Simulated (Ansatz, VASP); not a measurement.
## BN: VASP beside Ansatz

```
CELL_PARAMETERS angstrom
9.99296 0.00000 0.00000
-4.99648 8.65416 0.00000
0.00000 0.00000 6.63570
ATOMIC_POSITIONS crystal
B 0.08333 0.16667 0.25000
B 0.16667 0.08333 0.75000
B 0.08333 0.41667 0.25000
B 0.16667 0.33333 0.75000
B 0.08333 0.66667 0.25000
B 0.16667 0.58333 0.75000
B 0.08333 0.91667 0.25000
B 0.16667 0.83333 0.75000
B 0.33333 0.16667 0.25000
B 0.41667 0.08333 0.75000
B 0.33333 0.41667 0.25000
B 0.41667 0.33333 0.75000
B 0.33333 0.66667 0.25000
B 0.41667 0.58333 0.75000
B 0.33333 0.91667 0.25000
B 0.41667 0.83333 0.75000
B 0.58333 0.16667 0.25000
B 0.66667 0.08333 0.75000
B 0.58333 0.41667 0.25000
B 0.66667 0.33333 0.75000
B 0.58333 0.66667 0.25000
B 0.66667 0.58333 0.75000
B 0.58333 0.91667 0.25000
B 0.66667 0.83333 0.75000
B 0.83333 0.16667 0.25000
B 0.91667 0.08333 0.75000
B 0.83333 0.41667 0.25000
B 0.91667 0.33333 0.75000
B 0.83333 0.66667 0.25000
B 0.91667 0.58333 0.75000
B 0.83333 0.91667 0.25000
B 0.91667 0.83333 0.75000
N 0.08333 0.16667 0.75000
N 0.16753 0.08507 0.25000
N 0.08333 0.41667 0.75000
N 0.16667 0.33333 0.25000
N 0.08333 0.66667 0.75000
N 0.16667 0.58333 0.25000
N 0.08333 0.91667 0.75000
N 0.16667 0.83333 0.25000
N 0.33333 0.16667 0.75000
N 0.41667 0.08333 0.25000
N 0.33333 0.41667 0.75000
N 0.41667 0.33333 0.25000
N 0.33333 0.66667 0.75000
N 0.41667 0.58333 0.25000
N 0.33333 0.91667 0.75000
N 0.41667 0.83333 0.25000
N 0.58333 0.16667 0.75000
N 0.66667 0.08333 0.25000
N 0.58333 0.41667 0.75000
N 0.66667 0.33333 0.25000
N 0.58333 0.66667 0.75000
N 0.66667 0.58333 0.25000
N 0.58333 0.91667 0.75000
N 0.66667 0.83333 0.25000
N 0.83333 0.16667 0.75000
N 0.91667 0.08333 0.25000
N 0.83333 0.41667 0.75000
N 0.91667 0.33333 0.25000
N 0.83333 0.66667 0.75000
N 0.91667 0.58333 0.25000
N 0.83333 0.91667 0.75000
N 0.91667 0.83333 0.25000
```

Alike in both runs: task single point; functional LDA; k mesh 3 × 3 × 3; no spin polarisation.

```csv
,VASP,Ansatz
version,VASP 6.6.1,Ansatz 0.2.0
potentials or method,"VASP PAW LDA potentials, release 64 (B, N)","scalar-relativistic, plane waves, PAW"
plane-wave cutoff (eV),520,420
occupations,"gaussian, width 0.01 eV",fixed
valence electrons in the cell,256,256
```

Ansatz gave:

| Property | Result |
| --- | --- |
| gap on the k mesh at the Fermi level (eV) | 4.10 |
| least direct gap on the mesh (eV) | 4.39 |
| rms of the force components (eV/Å) | 0.067 |

Question: What did VASP give for the same quantities?

Answer: gap on the k mesh at the Fermi level (eV): 4.09; least direct gap on the mesh (eV): 4.37; rms of the force components (eV/Å): 0.067.

LDA's correlation is that of Perdew and Zunger in VASP and of Perdew and Wang (1992) in Ansatz.
